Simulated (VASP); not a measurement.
# BiTe (Fm-3m) in VASP: further runs

The runs below take BiTe through single point, with LDA.

Program: VASP 6.6.1. These are calculated values, not measurements. Logs are shortened: lines on timing, memory, paths and dates and some standing lists are left out, and cuts for length are marked.

## (1) The cell of the first run

It takes space group Fm-3m (No. 225, cubic). Conventional cell: a = 6.040 Å, b = 6.040 Å, c = 6.040 Å, α = 90.00°, β = 90.00°, γ = 90.00°. Within 4.0 Å of Bi (site symmetry m-3m) lie 6 Te at 3.02 Å. Within 4.0 Å of Te (site symmetry m-3m) lie 6 Bi at 3.02 Å.

## (2) Single point, LDA (27.55 Å³/atom)

INCAR

```
  PREC = Accurate
  ENCUT = 520
  EDIFF = 1E-6
  ISMEAR = -1
  SIGMA = 0.05
  LREAL = False
  LASPH = True
  NELM = 60
  ALGO = Normal
  ISIF = 2
  LWAVE = False
  LCHARG = False
  GGA = CA
  NBANDS = 18
```

KPOINTS

```
Automatic mesh
0
Gamma
  10 10 10
```

POSCAR

```
BiTe
1.0
    0.0000000000      3.0201110436      3.0201110436
    3.0201110436      0.0000000000      3.0201110436
    3.0201110436      3.0201110436      0.0000000000
Bi Te
1 1
Direct
    0.0000000000      0.0000000000      0.0000000000
    0.5000000000      0.5000000000      0.5000000000
```

Potentials or basis: VASP PAW LDA potentials, release 64 (Bi_d, Te).

Run with:

```bash
cat potpaw_LDA.64/Bi_d/POTCAR potpaw_LDA.64/Te/POTCAR > POTCAR
mpirun -np 1 vasp_std > vasp.out
```

OUTCAR:

```text
PREC = Accurate
   ENCUT = 520
   EDIFF = 1E-6
   ISMEAR = -1
   LREAL = False
   LASPH = True
   NELM = 60
   ISIF = 2
   GGA = CA

 ion  position               nearest neighbor table
   1  0.000  0.000  0.000-   2 3.02   2 3.02   2 3.02   2 3.02   2 3.02   2 3.02
   2  0.500  0.500  0.500-   1 3.02   1 3.02   1 3.02   1 3.02   1 3.02   1 3.02

  LATTYP: Found a face centered cubic cell.
 ALAT       =     6.0402220872

  Lattice vectors:

 A1 = (   0.0000000000,   3.0201110436,   3.0201110436)
 A2 = (   3.0201110436,   0.0000000000,   3.0201110436)
 A3 = (   3.0201110436,   3.0201110436,   0.0000000000)

Analysis of symmetry for initial positions (statically):
=====================================================================
 Subroutine PRICEL returns:
 Original cell was already a primitive cell.

 Routine SETGRP: Setting up the symmetry group for a
 face centered cubic supercell.

 Subroutine GETGRP returns: Found 48 space group operations
 (whereof 48 operations were pure point group operations)
 out of a pool of 48 trial point group operations.

The static configuration has the point symmetry O_h .

Analysis of symmetry for dynamics (positions and initial velocities):
=====================================================================
 Subroutine PRICEL returns:
 Original cell was already a primitive cell.

 Routine SETGRP: Setting up the symmetry group for a
 face centered cubic supercell.

 Subroutine GETGRP returns: Found 48 space group operations
 (whereof 48 operations were pure point group operations)
 out of a pool of 48 trial point group operations.

The dynamic configuration has the point symmetry O_h .

 Subroutine INISYM returns: Found 48 space group operations
 (whereof 48 operations are pure point group operations),
 and found     1 'primitive' translations

----------------------------------------------------------------------------------------

                                     Primitive cell

  volume of cell :      55.0933

  direct lattice vectors                    reciprocal lattice vectors
     0.000000000  3.020111044  3.020111044    -0.165556826  0.165556826  0.165556826
     3.020111044  0.000000000  3.020111044     0.165556826 -0.165556826  0.165556826
     3.020111044  3.020111044  0.000000000     0.165556826  0.165556826 -0.165556826

  length of vectors
     4.271081998  4.271081998  4.271081998     0.286752835  0.286752835  0.286752835
[... 77 lines left out ...]
   LSORBIT =      F    spin-orbit coupling
   LASPH  =      T    aspherical Exc in radial PAW
   ENCUT  =  520.0 eV  38.22 Ry    6.18 a.u.   7.94  7.94  7.94*2*pi/ulx,y,z
   NELM   =     60;   NELMIN=  2; NELMDL= -5     # of ELM steps
   EDIFF  = 0.1E-05   stopping-criterion for ELM
   LREAL  =      F    real-space projection
   EDIFFG = 0.1E-04   stopping-criterion for IOM
   NSW    =      0    number of steps for IOM
   IBRION =     -1    ionic relax: 0-MD 1-quasi-New 2-CG
   NFREE  =      0    steps in history (QN), initial steepest desc. (CG)
   ISIF   =      2    stress and relaxation
   ISYM   =      2    0-nonsym 1-usesym 2-fastsym
   POTIM  = 0.5000    time-step for ionic-motion
   TEBEG  =    0.0;   TEEND  =   0.0 temperature during run
   PSTRESS=    0.0 pullay stress
   NELECT =      21.0000    total number of electrons
   NUPDOWN=      -1.0000    fix difference up-down
   EMIN   =  10.00;   EMAX   =-10.00  energy-range for DOS
   EFERMI =   0.00;   METHOD = LEGACY
   ISMEAR =    -1;   SIGMA  =   0.05  broadening in eV -4-tet -1-fermi 0-gaus
   EFERMI_NEDOS =   21; number of points for ismear=-14 and -15
   IALGO  =     38    algorithm
   IMIX   =      4    mixing-type and parameters
     AMIX     =   0.40;   BMIX     =  1.00
     AMIX_MAG =   1.60;   BMIX_MAG =  1.00
  volume/ion in A,a.u.               =      27.55       185.89
  Fermi-wavevector in a.u.,A,eV,Ry     =   1.186994  2.243093 19.169978  1.408954
  Thomas-Fermi vector in A             =   2.323154
   LORBIT       =      0    0 simple, 1 ext, 2 COOP (PROOUT), +10 PAW based schemes
   GGA     = CA    functional components
   LHFCALC =     F    Hartree Fock is set to
   AEXX    =    0.0000 exact exchange contribution
   IVDW    =     0    specifies the selected vdW correction
   LEPSILON=     F    determine dielectric tensor
   LRPA    =     F    only Hartree local field effects (RPA)
 non-spin polarized calculation
  energy-cutoff  :      520.00
  volume of cell :       55.09
 maximum number of plane-waves:      1524
   NGX = 15   NGY = 15   NGZ = 15

 number of electron      20.9999999 magnetization

 Free energy of the ion-electron system (eV)
  ---------------------------------------------------
  ext. energy  EPLUGINS =         0.00000000
  ---------------------------------------------------
  free energy    TOTEN  =        -8.22104933 eV

  energy without entropy =       -8.21103056  energy(sigma->0) =       -8.21603995

 E-fermi :   9.2356     XC(G=0): -10.6036

 val. band max:        9.1967416001   @ k =   0.3000   0.2000   0.1000
 cond. band min:       9.2625638284   @ k =   0.4000   0.1000   0.0000
 fundamental gap:      0.0658222283
 Fermi energy:         9.2356228243

 k-point     1 :       0.0000    0.0000    0.0000
  band No.  band energies     occupation
      1     -14.0318      2.00000
      2     -14.0318      2.00000
      3     -14.0079      2.00000
      4     -14.0079      2.00000
      5     -14.0079      2.00000
      6      -5.9496      2.00000
[... 481 lines left out ...]
      5     -13.9873      2.00000
      6      -4.1617      2.00000
[... 10 lines left out ...]
     17      18.4986      0.00000
     18      18.5361      0.00000

 [... further k-points ...]

------------------------ aborting loop because EDIFF is reached ----------------------------------------

  FORCE on cell =-STRESS in cart. coord.  units (eV):
  Direction    XX          YY          ZZ          XY          YZ          ZX
  --------------------------------------------------------------------------------------
  -------------------------------------------------------------------------------------
  Total        4.2025053      4.2025053      4.2025053      0.0000000      0.0000000     -0.0000000
  in kB      122.2137644    122.2137644    122.2137644      0.0000000      0.0000000     -0.0000000
  external PRESSURE =     122.2137644 kB  Pullay stress =       0.0000000 kB

 VOLUME and BASIS-vectors are now :
 -----------------------------------------------------------------------------
  energy-cutoff  :      520.00
  volume of cell :       55.09
      direct lattice vectors                 reciprocal lattice vectors
     0.000000000  3.020111044  3.020111044    -0.165556826  0.165556826  0.165556826
     3.020111044  0.000000000  3.020111044     0.165556826 -0.165556826  0.165556826
     3.020111044  3.020111044  0.000000000     0.165556826  0.165556826 -0.165556826

 POSITION                                       TOTAL-FORCE (eV/Angst)
 -----------------------------------------------------------------------------------
      0.00000      0.00000      0.00000        -0.000000      0.000000      0.000000
      3.02011      3.02011      3.02011         0.000000      0.000000      0.000000
 -----------------------------------------------------------------------------------
    total drift:                                0.000000     -0.000000     -0.000000

  FREE ENERGIE OF THE ION-ELECTRON SYSTEM (eV)
  ---------------------------------------------------
  free  energy   TOTEN  =        -8.2210493326 eV

  energy  without entropy=       -8.2110305595  energy(sigma->0) =       -8.21603995
```

Run time: 36 s. Hardware: 1 thread of Intel Xeon 8259CL, shared host; peak memory 0.18 GiB.

Results:

```
Free energy            : -8.2210 eV
Pressure               : 12.2 GPa
Band gap on the k mesh : zero (an odd number of electrons rules out a gap without spin polarisation)
```

Levels at points of the mesh, in eV from the Fermi level:
| k point | band 8 | band 9 | band 10 | band 11 | band 12 | band 13 |
| --- | --- | --- | --- | --- | --- | --- |
| (0.00, 0.00, 0.00) | -3.13 | -3.13 | -3.13 | 2.54 | 2.54 | 2.54 |
| (0.50, 0.00, 0.00) | -2.33 | -2.33 | -1.45 | -1.01 | -1.01 | -0.96 |
| (0.50, 0.50, 0.00) | -7.20 | -5.07 | -5.07 | 1.43 | 4.58 | 4.58 |

Caveat: the cell stands under pressure; spin-orbit coupling is left out, which moves the levels of the heavy elements.

## (3) Single point, LDA

INCAR

```
SYSTEM = BiTe
PREC     = Accurate       ! precision mode
ENCUT    = 520            ! plane-wave cutoff, eV
EDIFF    = 1E-6           ! SCF threshold, eV
ISMEAR   = 1              ! smearing method
SIGMA    = 0.005          ! smearing width, eV
LREAL    = .False.        ! projectors in reciprocal space
LASPH    = .True.         ! aspherical terms in the spheres
NELM     = 80             ! most SCF steps
ALGO     = Normal         ! electronic algorithm
ISIF     = 2              ! what is computed and relaxed
LWAVE    = .False.        ! write WAVECAR
LCHARG   = .True.         ! write CHGCAR
LELF     = .True.         ! ELF
LVHAR    = .True.       
NBANDS   = 18             ! bands
```

KPOINTS

```
regular mesh
0
Gamma
  10 10 10
  0 0 0
```

POSCAR is that of step 2.

Potentials or basis: VASP PAW LDA potentials, release 64 (Bi_d, Te).

Run with:

```bash
cat potpaw_LDA.64/Bi_d/POTCAR potpaw_LDA.64/Te/POTCAR > POTCAR
mpirun -np 1 vasp_std > vasp.out
```

OUTCAR:

```text
SYSTEM = BiTe
   PREC = Accurate
   ENCUT = 520
   EDIFF = 1E-6
   ISMEAR = 1
   LREAL = .False.
   LASPH = .True.
   NELM = 80
   ISIF = 2

 ion  position               nearest neighbor table
   1  0.000  0.000  0.000-   2 3.02   2 3.02   2 3.02   2 3.02   2 3.02   2 3.02
   2  0.500  0.500  0.500-   1 3.02   1 3.02   1 3.02   1 3.02   1 3.02   1 3.02

  LATTYP: Found a face centered cubic cell.
 ALAT       =     6.0402220872

  Lattice vectors:

 A1 = (   0.0000000000,   3.0201110436,   3.0201110436)
 A2 = (   3.0201110436,   0.0000000000,   3.0201110436)
 A3 = (   3.0201110436,   3.0201110436,   0.0000000000)

Analysis of symmetry for initial positions (statically):
=====================================================================
 Subroutine PRICEL returns:
 Original cell was already a primitive cell.

 Routine SETGRP: Setting up the symmetry group for a
 face centered cubic supercell.

 Subroutine GETGRP returns: Found 48 space group operations
 (whereof 48 operations were pure point group operations)
 out of a pool of 48 trial point group operations.

The static configuration has the point symmetry O_h .

Analysis of symmetry for dynamics (positions and initial velocities):
=====================================================================
 Subroutine PRICEL returns:
 Original cell was already a primitive cell.

 Routine SETGRP: Setting up the symmetry group for a
 face centered cubic supercell.

 Subroutine GETGRP returns: Found 48 space group operations
 (whereof 48 operations were pure point group operations)
 out of a pool of 48 trial point group operations.

The dynamic configuration has the point symmetry O_h .

 Subroutine INISYM returns: Found 48 space group operations
 (whereof 48 operations are pure point group operations),
 and found     1 'primitive' translations

----------------------------------------------------------------------------------------

                                     Primitive cell

  volume of cell :      55.0933

  direct lattice vectors                    reciprocal lattice vectors
     0.000000000  3.020111044  3.020111044    -0.165556826  0.165556826  0.165556826
     3.020111044  0.000000000  3.020111044     0.165556826 -0.165556826  0.165556826
     3.020111044  3.020111044  0.000000000     0.165556826  0.165556826 -0.165556826

  length of vectors
     4.271081998  4.271081998  4.271081998     0.286752835  0.286752835  0.286752835

  position of ions in fractional coordinates (direct lattice)
     0.000000000  0.000000000  0.000000000
     0.500000000  0.500000000  0.500000000

  ion indices of the primitive-cell ions
   primitive index   ion index
                 1           1
                 2           2

----------------------------------------------------------------------------------------

 KPOINTS: regular mesh

Automatic generation of k-mesh.
 Grid dimensions read from file:
 generate k-points for:   10   10   10

 Generating k-lattice:

  Cartesian coordinates                     Fractional coordinates (reciprocal lattice)
    -0.016555683  0.016555683  0.016555683     0.100000000  0.000000000  0.000000000
     0.016555683 -0.016555683  0.016555683     0.000000000  0.100000000  0.000000000
     0.016555683  0.016555683 -0.016555683     0.000000000  0.000000000  0.100000000

  Length of vectors
     0.028675284  0.028675284  0.028675284

  Shift w.r.t. Gamma in fractional coordinates (k-lattice)
     0.000000000  0.000000000  0.000000000

 Subroutine IBZKPT returns following result:
 ===========================================

 Found     47 irreducible k-points:

 Following reciprocal coordinates:
            Coordinates               Weight
  0.000000  0.000000  0.000000      1.000000
  0.100000  0.000000  0.000000      8.000000
  0.200000  0.000000  0.000000      8.000000
  0.300000  0.000000  0.000000      8.000000
  0.400000  0.000000  0.000000      8.000000
  0.500000  0.000000  0.000000      4.000000
[... 16 lines left out ...]
  0.300000  0.300000  0.000000      6.000000
  0.400000  0.300000  0.000000     24.000000
 [... further k-points ...]
   k-points           NKPTS =     47   k-points in BZ     NKDIM =     47   number of bands    NBANDS=     18
   number of dos      NEDOS =    301   number of ions     NIONS =      2
   total plane-waves  NPLWV =  32768
   dimension x,y,z NGX =    32 NGY =   32 NGZ =   32
   dimension x,y,z NGXF=    64 NGYF=   64 NGZF=   64
   ions per type =               1   1
   NGX,Y,Z   is equivalent  to a cutoff of  12.46, 12.46, 12.46 a.u.
   NGXF,Y,Z  is equivalent  to a cutoff of  24.91, 24.91, 24.91 a.u.
 SYSTEM =  BiTe
   PREC   = accura    normal or accurate (medium, high low for compatibility)
   ISTART =      0    job   : 0-new  1-cont  2-samecut
   ICHARG =      2    charge: 1-file 2-atom 10-const
   ISPIN  =      1    spin polarized calculation?
   LNONCOLLINEAR =      F non collinear calculations
   LSORBIT =      F    spin-orbit coupling
   LASPH  =      T    aspherical Exc in radial PAW
   ENCUT  =  520.0 eV  38.22 Ry    6.18 a.u.   7.94  7.94  7.94*2*pi/ulx,y,z
   NELM   =     80;   NELMIN=  2; NELMDL= -5     # of ELM steps
   EDIFF  = 0.1E-05   stopping-criterion for ELM
   LREAL  =      F    real-space projection
   EDIFFG = 0.1E-04   stopping-criterion for IOM
   NSW    =      0    number of steps for IOM
   IBRION =     -1    ionic relax: 0-MD 1-quasi-New 2-CG
   NFREE  =      0    steps in history (QN), initial steepest desc. (CG)
   ISIF   =      2    stress and relaxation
   ISYM   =      2    0-nonsym 1-usesym 2-fastsym
   POTIM  = 0.5000    time-step for ionic-motion
   TEBEG  =    0.0;   TEEND  =   0.0 temperature during run
   PSTRESS=    0.0 pullay stress
   NELECT =      21.0000    total number of electrons
   NUPDOWN=      -1.0000    fix difference up-down
   EMIN   =  10.00;   EMAX   =-10.00  energy-range for DOS
   EFERMI =   0.00;   METHOD = LEGACY
   ISMEAR =     1;   SIGMA  =   0.01  broadening in eV -4-tet -1-fermi 0-gaus
   EFERMI_NEDOS =   21; number of points for ismear=-14 and -15
   IALGO  =     38    algorithm
   IMIX   =      4    mixing-type and parameters
     AMIX     =   0.40;   BMIX     =  1.00
     AMIX_MAG =   1.60;   BMIX_MAG =  1.00
  volume/ion in A,a.u.               =      27.55       185.89
  Fermi-wavevector in a.u.,A,eV,Ry     =   1.186994  2.243093 19.169978  1.408954
  Thomas-Fermi vector in A             =   2.323154
   LORBIT       =      0    0 simple, 1 ext, 2 COOP (PROOUT), +10 PAW based schemes
   GGA     = CA    functional components
   LHFCALC =     F    Hartree Fock is set to
   AEXX    =    0.0000 exact exchange contribution
   IVDW    =     0    specifies the selected vdW correction
   LEPSILON=     F    determine dielectric tensor
   LRPA    =     F    only Hartree local field effects (RPA)
 non-spin polarized calculation
 Methfessel and Paxton  Order N= 1 SIGMA  =   0.01
  energy-cutoff  :      520.00
  volume of cell :       55.09
 maximum number of plane-waves:      1524
   NGX = 15   NGY = 15   NGZ = 15

 number of electron      20.9999999 magnetization

 Free energy of the ion-electron system (eV)
  ---------------------------------------------------
  ext. energy  EPLUGINS =         0.00000000
  ---------------------------------------------------
  free energy    TOTEN  =        -8.21494003 eV

  energy without entropy =       -8.21488091  energy(sigma->0) =       -8.21492032

 E-fermi :   9.1971     XC(G=0): -10.6037

 val. band max:        9.1964191213   @ k =   0.3000   0.2000   0.1000
 cond. band min:       9.2617871726   @ k =   0.4000   0.1000   0.0000
 fundamental gap:      0.0653680513
 Fermi energy:         9.1971460669

 k-point     1 :       0.0000    0.0000    0.0000
  band No.  band energies     occupation
      1     -14.0290      2.00000
      2     -14.0290      2.00000
      3     -14.0050      2.00000
      4     -14.0050      2.00000
      5     -14.0050      2.00000
      6      -5.9508      2.00000
[... 10 lines left out ...]
     17      15.0828      0.00000
     18      16.1193      0.00000
[... 463 lines left out ...]
 k-point    24 :       0.4000    0.3000    0.0000
  band No.  band energies     occupation
      1     -14.0623      2.00000
      2     -14.0219      2.00000
      3     -14.0112      2.00000
      4     -13.9852      2.00000
      5     -13.9844      2.00000
      6      -4.1633      2.00000
[... 10 lines left out ...]
     17      18.4980      0.00000
     18      18.5353      0.00000

 [... further k-points ...]

------------------------ aborting loop because EDIFF is reached ----------------------------------------

  FORCE on cell =-STRESS in cart. coord.  units (eV):
  Direction    XX          YY          ZZ          XY          YZ          ZX
  --------------------------------------------------------------------------------------
  -------------------------------------------------------------------------------------
  Total        4.1807666      4.1807666      4.1807666      0.0000000      0.0000000      0.0000000
  in kB      121.5815792    121.5815792    121.5815792      0.0000000      0.0000000      0.0000000
  external PRESSURE =     121.5815792 kB  Pullay stress =       0.0000000 kB

 VOLUME and BASIS-vectors are now :
 -----------------------------------------------------------------------------
  energy-cutoff  :      520.00
  volume of cell :       55.09
      direct lattice vectors                 reciprocal lattice vectors
     0.000000000  3.020111044  3.020111044    -0.165556826  0.165556826  0.165556826
     3.020111044  0.000000000  3.020111044     0.165556826 -0.165556826  0.165556826
     3.020111044  3.020111044  0.000000000     0.165556826  0.165556826 -0.165556826

 POSITION                                       TOTAL-FORCE (eV/Angst)
 -----------------------------------------------------------------------------------
      0.00000      0.00000      0.00000         0.000000      0.000000     -0.000000
      3.02011      3.02011      3.02011        -0.000000      0.000000      0.000000
 -----------------------------------------------------------------------------------
    total drift:                                0.000000     -0.000000     -0.000000

  FREE ENERGIE OF THE ION-ELECTRON SYSTEM (eV)
  ---------------------------------------------------
  free  energy   TOTEN  =        -8.2149400280 eV

  energy  without entropy=       -8.2148809082  energy(sigma->0) =       -8.21492032
```

Run time: 45 s. Hardware: 1 thread of Intel Xeon 8259CL, shared host; peak memory 0.18 GiB.

What came out:

```yaml
Free_energy: -8.2149 eV
Pressure: 12.2 GPa
Band_gap_on_the_k_mesh: zero (an odd number of electrons rules out a gap without spin polarisation)
```

Levels at points of the mesh, in eV from the Fermi level:
```
           k point  band 7  band 8  band 9  band 10  band 11  band 12  band 13  band 14
(0.00, 0.00, 0.00)   -7.25   -3.09   -3.09    -3.09     2.57     2.57     2.57     4.38
(0.50, 0.00, 0.00)  -12.14   -2.30   -2.30    -1.41    -0.97    -0.97    -0.92     7.81
(0.50, 0.50, 0.00)  -10.00   -7.16   -5.03    -5.03     1.47     4.62     4.62     6.60
```

Caveat: the cell stands under pressure; spin-orbit coupling is left out, which moves the levels of the heavy elements.
